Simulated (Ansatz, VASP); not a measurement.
TaN: VASP beside Ansatz

INCAR

```
PREC = Accurate
ENCUT = 520
EDIFF = 1E-6
ISMEAR = 0
SIGMA = 0.15
LREAL = F
LASPH = T
NELM = 100
ALGO = Normal
ISIF = 2
LWAVE = F
LCHARG = F
GGA = PS
NBANDS = 15
```

Contents of KPOINTS:

```
Automatic mesh
0
Gamma
  18 18 18
```

Contents of POSCAR:

```
TaN
1.0
    0.0000000000      2.2334750000      2.2334750000
    2.2334750000      0.0000000000      2.2334750000
    2.2334750000      2.2334750000      0.0000000000
Ta N
1 1
Direct
    0.5000000000      0.5000000000      0.5000000000
    0.0000000000      0.0000000000      0.0000000000
```

Input for Ansatz:

```yaml
crystal:
  lattice:
    - [0.0, 2.233475, 2.233475]
    - [2.233475, 0.0, 2.233475]
    - [2.233475, 2.233475, 0.0]
  atoms:
    - { symbol: Ta, position: [0.5, 0.5, 0.5] }
    - { symbol: "N", position: [0.0, 0.0, 0.0] }
basis:
  ecutwfc: 420
kpoints:
  mp_grid: { grid: [18, 18, 18] }
hamiltonian:
  xc: pbesol
scf:
  occupations: { method: gaussian, width: 0.15 }
output:
  forces: true
  stress: true
  eigenvalues: true
```

Change from the starting cell: strain +0.025 along x and y, +0.025 along z, atoms carried along.

Alike in both runs: task single point; functional PBEsol; k mesh 18 × 18 × 18; occupations gaussian, width 0.15 eV; no spin polarisation.

|  | VASP | Ansatz |
| --- | --- | --- |
| version | VASP 6.6.1 | Ansatz 0.2.0 |
| potentials or method | VASP PAW PBE potentials, release 64 (Ta_pv, N), cutoff 520 eV | scalar-relativistic, plane waves, PAW |
| valence electrons in the cell | 16 | 18 |

Ansatz gave:

| Quantity | Value |
| --- | --- |
| gap on the k mesh at the Fermi level (eV) | none |
| pressure (GPa) | -19.3 |

**Question.** Estimate VASP's values.

**Answer.** gap on the k mesh at the Fermi level (eV): none; pressure (GPa): -18.5.

VASP's potentials were made for PBE, not for PBEsol. A gap of «none» marks a metal or a gap that the smearing closes. VASP's potentials hold 16 valence electrons a cell and Ansatz's 18, so a difference there can come from the potentials and not from the codes.

Spin-orbit coupling is off throughout.
